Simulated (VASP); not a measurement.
Input of a VASP 6.6.1 run:

The input INCAR:

```
SYSTEM = TiSn3S8
  PREC = Accurate
  ENCUT = 520
  EDIFF = 1E-7
  ISMEAR = -1
  SIGMA = 0.02
  LREAL = .False.
  LASPH = .True.
  NELM = 150
  ALGO = Normal
  ISIF = 2
  LWAVE = .False.
  LCHARG = .False.
  ISPIN = 2
  MAGMOM = 0.08 0 0 0 0 0 0 0 0 0 0 0
  LORBIT = 11
  LMAXMIX = 4
  GGA = PE
  NBANDS = 67
```

KPOINTS

```
regular mesh
0
Gamma
  2 2 3
  0 0 0
```

Contents of POSCAR:

```
TiSn3S8
1.0
    7.0724008400      0.0000000000      0.0000000000
   -3.5362004200      6.1248787900      0.0000000000
    0.0000000000      0.0000000000      5.1000000000
Ti Sn S
1 3 8
Direct
    0.0000000000      0.0000000000      0.0000000000
    0.0000000000      0.5000000000      0.0000000000
    0.5000000000      0.0000000000      0.0000000000
    0.5000000000      0.5000000000      0.0000000000
    0.1666666700      0.3333333300      0.7164000000
    0.1666666700      0.8333333300      0.7164000000
    0.6666666700      0.3333333300      0.7164000000
    0.6666666700      0.8333333300      0.7164000000
    0.3333333300      0.1666666700      0.2836000000
    0.3333333300      0.6666666700      0.2836000000
    0.8333333300      0.1666666700      0.2836000000
    0.8333333300      0.6666666700      0.2836000000
```

Potentials or basis: VASP PAW PBE potentials, release 64 (Ti_sv, Sn_d, S).

Run with:

```sh
$ cat potpaw_PBE.64/Ti_sv/POTCAR potpaw_PBE.64/Sn_d/POTCAR potpaw_PBE.64/S/POTCAR > POTCAR
$ mpirun -np 1 vasp_std > vasp.out
```

(1) Estimate the largest force.

(2) Estimate the net moment.

## Answers

(1) 1.087 eV/Å.

(2) 0.00 μB per cell.

Caveat: the k points lie up to 0.51 Å⁻¹ apart.
